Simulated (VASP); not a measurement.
# Ni (R-3m) in VASP: single point with PBEsol

Aim: the single point of Ni with PBEsol.

Program: VASP 6.6.1. These are calculated values, not measurements. Logs are shortened: lines on timing, memory, paths and dates and some standing lists are left out, and cuts for length are marked.

## (1) The cell of the first run

The typed cell holds 3 atoms: a = 2.448 Å, b = 2.448 Å, c = 6.000 Å, α = 90.00°, β = 90.00°, γ = 120.00°.

## (2) Single point, PBEsol, collinear spin, ferromagnetic start

The input, INCAR:

```
ALGO = Normal ; EDIFF = 1E-6
ENCUT = 520 ; GGA = PS
ISIF = 2 ; ISMEAR = 0
ISPIN = 2 ; LASPH = T
LCHARG = F ; LMAXMIX = 4
LORBIT = 11 ; LREAL = F
LWAVE = F ; MAGMOM = 0.72 0.72 0.72
NBANDS = 26 ; NELM = 150
PREC = Accurate ; SIGMA = 0.1
```

The input, KPOINTS:

```
k-points
0
Gamma
  18 18 7
```

The input, POSCAR:

```
Ni
1.0
    2.4481579255      0.0000000000      0.0000000000
   -1.2240789627      2.1201669560      0.0000000000
    0.0000000000      0.0000000000      5.9997667477
Ni
3
Direct
    0.0000000000      0.0000000000      0.0000000000
    0.3333333333      0.6666666667      0.3333333333
    0.6666666667      0.3333333333      0.6666666667
```

Potentials or basis: VASP PAW PBE potentials, release 64 (Ni).

Started as:

```bash
> cat potpaw_PBE.64/Ni/POTCAR > POTCAR
> mpirun -np 1 vasp_std > vasp.out
```

OUTCAR:

```text
EDIFF = 1E-6
   ENCUT = 520
   GGA = PS
   ISIF = 2
   ISMEAR = 0
   ISPIN = 2
   LASPH = T
   LORBIT = 11
   LREAL = F
   NELM = 150
   PREC = Accurate

 ion  position               nearest neighbor table
   1  0.000  0.000  0.000-   2 2.45   3 2.45   3 2.45   2 2.45   3 2.45   2 2.45
   2  0.333  0.667  0.333-   1 2.45   1 2.45   1 2.45   3 2.45   3 2.45   3 2.45
   3  0.667  0.333  0.667-   1 2.45   1 2.45   1 2.45   2 2.45   2 2.45   2 2.45

  LATTYP: Found a hexagonal cell.
 ALAT       =     2.4481579255
 C/A-ratio  =     2.4507270079

  Lattice vectors:

 A1 = (   2.4481579255,   0.0000000000,   0.0000000000)
 A2 = (  -1.2240789627,   2.1201669560,   0.0000000000)
 A3 = (   0.0000000000,   0.0000000000,   5.9997667477)

Analysis of symmetry for initial positions (statically):
=====================================================================
 Subroutine PRICEL returns following result:

  LATTYP: Found a trigonal (rhomboedric) cell.
 ALAT       =     2.4489823896
 COS(alpha) =     0.5003365991
[... 12 lines left out ...]
 Subroutine GETGRP returns: Found 12 space group operations
 (whereof 12 operations were pure point group operations)
 out of a pool of 24 trial point group operations.

The static configuration has the point symmetry D_3d.

Analysis of symmetry for dynamics (positions and initial velocities):
=====================================================================
 Subroutine PRICEL returns following result:

  LATTYP: Found a trigonal (rhomboedric) cell.
 ALAT       =     2.4489823896
 COS(alpha) =     0.5003365991
[... 12 lines left out ...]
 Subroutine GETGRP returns: Found 12 space group operations
 (whereof 12 operations were pure point group operations)
 out of a pool of 24 trial point group operations.

The dynamic configuration has the point symmetry D_3d.

Analysis of structural, dynamic, and magnetic symmetry:
=====================================================================
 Subroutine PRICEL returns following result:

  LATTYP: Found a trigonal (rhomboedric) cell.
 ALAT       =     2.4489823896
 COS(alpha) =     0.5003365991
[... 12 lines left out ...]
 Subroutine GETGRP returns: Found 12 space group operations
 (whereof 12 operations were pure point group operations)
 out of a pool of 24 trial point group operations.

The overall configuration has the point symmetry D_3d.

 Subroutine INISYM returns: Found 12 space group operations
 (whereof 12 operations are pure point group operations),
 and found     3 'primitive' translations

----------------------------------------------------------------------------------------

                                     Primitive cell

  volume of cell :      10.3806

  direct lattice vectors                    reciprocal lattice vectors
     1.224078963 -0.706722319  1.999922249     0.408470381 -0.235830484  0.166673146
    -0.000000000  1.413444637  1.999922249     0.000000000  0.471660969  0.166673146
    -1.224078963 -0.706722319  1.999922250    -0.408470381 -0.235830484  0.166673146

  length of vectors
     2.448982390  2.448982390  2.448982390     0.500243947  0.500243947  0.500243947

  position of ions in fractional coordinates (direct lattice)
     0.000000000  0.000000000  0.000000000

  ion indices of the primitive-cell ions
   primitive index   ion index
                 1           1

----------------------------------------------------------------------------------------

 KPOINTS: k-points

Automatic generation of k-mesh.
 Grid dimensions read from file:
 generate k-points for:   18   18    7

 Generating k-lattice:

  Cartesian coordinates                     Fractional coordinates (reciprocal lattice)
     0.022692799  0.013101694  0.000000000     0.055555556  0.000000000  0.000000000
     0.000000000  0.026203387  0.000000000     0.000000000  0.055555556  0.000000000
     0.000000000  0.000000000  0.023810449     0.000000000  0.000000000  0.142857143

  Length of vectors
     0.026203387  0.026203387  0.023810449

  Shift w.r.t. Gamma in fractional coordinates (k-lattice)
     0.000000000  0.000000000  0.000000000

 Subroutine IBZKPT returns following result:
 ===========================================

 Found    229 irreducible k-points:

 Following reciprocal coordinates:
            Coordinates               Weight
  0.000000  0.000000  0.000000      1.000000
  0.055556  0.000000  0.000000      6.000000
  0.111111  0.000000  0.000000      6.000000
  0.166667  0.000000  0.000000      6.000000
  0.222222  0.000000  0.000000      6.000000
  0.277778  0.000000  0.000000      6.000000
[... 16 lines left out ...]
  0.333333  0.111111  0.000000     12.000000
  0.388889  0.111111  0.000000     12.000000
 [... further k-points ...]
   k-points           NKPTS =    229   k-points in BZ     NKDIM =    229   number of bands    NBANDS=     26
   number of dos      NEDOS =    301   number of ions     NIONS =      3
   total plane-waves  NPLWV =  15552
   dimension x,y,z NGX =    18 NGY =   18 NGZ =   48
   dimension x,y,z NGXF=    36 NGYF=   36 NGZF=   96
   ions per type =               3
   NGX,Y,Z   is equivalent  to a cutoff of  12.22, 12.22, 13.30 a.u.
   NGXF,Y,Z  is equivalent  to a cutoff of  24.45, 24.45, 26.60 a.u.
 SYSTEM =  unknown system
   PREC   = accura    normal or accurate (medium, high low for compatibility)
   ISTART =      0    job   : 0-new  1-cont  2-samecut
   ICHARG =      2    charge: 1-file 2-atom 10-const
   ISPIN  =      2    spin polarized calculation?
   LNONCOLLINEAR =      F non collinear calculations
   LSORBIT =      F    spin-orbit coupling
   LASPH  =      T    aspherical Exc in radial PAW
   ENCUT  =  520.0 eV  38.22 Ry    6.18 a.u.   4.55  4.55 11.16*2*pi/ulx,y,z
   NELM   =    150;   NELMIN=  2; NELMDL= -5     # of ELM steps
   EDIFF  = 0.1E-05   stopping-criterion for ELM
   LREAL  =      F    real-space projection
   EDIFFG = 0.1E-04   stopping-criterion for IOM
   NSW    =      0    number of steps for IOM
   IBRION =     -1    ionic relax: 0-MD 1-quasi-New 2-CG
   NFREE  =      0    steps in history (QN), initial steepest desc. (CG)
   ISIF   =      2    stress and relaxation
   ISYM   =      2    0-nonsym 1-usesym 2-fastsym
   POTIM  = 0.5000    time-step for ionic-motion
   TEBEG  =    0.0;   TEEND  =   0.0 temperature during run
   PSTRESS=    0.0 pullay stress
   NELECT =      30.0000    total number of electrons
   NUPDOWN=      -1.0000    fix difference up-down
   EMIN   =  10.00;   EMAX   =-10.00  energy-range for DOS
   EFERMI =   0.00;   METHOD = LEGACY
   ISMEAR =     0;   SIGMA  =   0.10  broadening in eV -4-tet -1-fermi 0-gaus
   EFERMI_NEDOS =   21; number of points for ismear=-14 and -15
   IALGO  =     38    algorithm
   IMIX   =      4    mixing-type and parameters
     AMIX     =   0.40;   BMIX     =  1.00
     AMIX_MAG =   1.60;   BMIX_MAG =  1.00
  volume/ion in A,a.u.               =      10.38        70.05
  Fermi-wavevector in a.u.,A,eV,Ry     =   1.616841  3.055386 35.568005  2.614175
  Thomas-Fermi vector in A             =   2.711362
   LORBIT       =     11    0 simple, 1 ext, 2 COOP (PROOUT), +10 PAW based schemes
   GGA     = PS    functional components
   LHFCALC =     F    Hartree Fock is set to
   AEXX    =    0.0000 exact exchange contribution
   IVDW    =     0    specifies the selected vdW correction
   LEPSILON=     F    determine dielectric tensor
   LRPA    =     F    only Hartree local field effects (RPA)
 spin polarized calculation
 Gauss-broadening in eV      SIGMA  =   0.10
  energy-cutoff  :      520.00
  volume of cell :       31.14
 maximum number of plane-waves:       857
   NGX =  9   NGY =  9   NGZ = 23

 number of electron      29.9999946 magnetization       1.8400620

 Free energy of the ion-electron system (eV)
  ---------------------------------------------------
  ext. energy  EPLUGINS =         0.00000000
  ---------------------------------------------------
  free energy    TOTEN  =       -18.42095528 eV

  energy without entropy =      -18.39595117  energy(sigma->0) =      -18.40845323

 E-fermi :   9.8653     XC(G=0): -13.7166

 val. band max:        9.8651826074   @ k =   0.0556   0.0000   0.0000
 cond. band min:       9.8669695165   @ k =  -0.0556   0.3333   0.4286
 fundamental gap:      0.0017869091
 Fermi energy:         9.8652635678

 spin component 1

 k-point     1 :       0.0000    0.0000    0.0000
  band No.  band energies     occupation
      1       0.4746      1.00000
      2       3.9970      1.00000
      3       3.9970      1.00000
      4       7.3061      1.00000
      5       7.3061      1.00000
      6       7.3204      1.00000
[... 685 lines left out ...]
     25      27.1350      0.00000
     26      27.6718      0.00000

 [... further k-points ...]

 spin component 2

 k-point     1 :       0.0000    0.0000    0.0000
  band No.  band energies     occupation
      1       0.4668      1.00000
      2       4.1326      1.00000
      3       4.1326      1.00000
      4       7.7427      1.00000
      5       7.7427      1.00000
      6       8.0295      1.00000
[... 685 lines left out ...]
     25      27.2335      0.00000
     26      27.7866      0.00000

 [... further k-points ...]

------------------------ aborting loop because EDIFF is reached ----------------------------------------

  FORCE on cell =-STRESS in cart. coord.  units (eV):
  Direction    XX          YY          ZZ          XY          YZ          ZX
  --------------------------------------------------------------------------------------
  -------------------------------------------------------------------------------------
  Total       -0.0285547     -0.0285547     -0.0249524     -0.0000000      0.0000000      0.0000000
  in kB       -1.4690779     -1.4690779     -1.2837479     -0.0000000      0.0000000      0.0000000
  external PRESSURE =      -1.4073012 kB  Pullay stress =       0.0000000 kB

 VOLUME and BASIS-vectors are now :
 -----------------------------------------------------------------------------
  energy-cutoff  :      520.00
  volume of cell :       31.14
      direct lattice vectors                 reciprocal lattice vectors
     2.448157925  0.000000000  0.000000000     0.408470381  0.235830484  0.000000000
    -1.224078963  2.120166956  0.000000000     0.000000000  0.471660969  0.000000000
     0.000000000  0.000000000  5.999766748     0.000000000  0.000000000  0.166673146

 POSITION                                       TOTAL-FORCE (eV/Angst)
 -----------------------------------------------------------------------------------
      0.00000      0.00000      0.00000         0.000000      0.000000      0.000000
     -0.00000      1.41344      1.99992         0.000000      0.000000      0.000000
      1.22408      0.70672      3.99984        -0.000000     -0.000000     -0.000000
 -----------------------------------------------------------------------------------
    total drift:                                0.000000     -0.000000     -0.000000

  FREE ENERGIE OF THE ION-ELECTRON SYSTEM (eV)
  ---------------------------------------------------
  free  energy   TOTEN  =       -18.4209552836 eV

  energy  without entropy=      -18.3959511674  energy(sigma->0) =      -18.40845323

 total charge

# of ion       s       p       d       tot
------------------------------------------
    1        0.521   0.546   8.334   9.401
    2        0.521   0.546   8.334   9.401
    3        0.521   0.546   8.334   9.401
--------------------------------------------------
tot          1.563   1.639  25.001  28.204

 magnetization (x)

# of ion       s       p       d       tot
------------------------------------------
    1       -0.006  -0.023   0.649   0.619
    2       -0.006  -0.023   0.649   0.619
    3       -0.006  -0.023   0.649   0.619
--------------------------------------------------
tot         -0.019  -0.070   1.946   1.857
```

It took 7.9 min on 1 thread of Intel Xeon 8259CL, shared host; peak memory 0.35 GiB.

What came out:

| Quantity | Value |
| --- | --- |
| Free energy | -18.4210 eV |
| Pressure | -0.1 GPa |
| Net moment | 1.84 μB per cell |
| Site moments | Ni +0.62 μB |
| Valence electrons inside the program's atomic spheres | Ni 9.40 |

Caveat: the PAW data sets were made with another functional, which shifts forces and pressure a little.
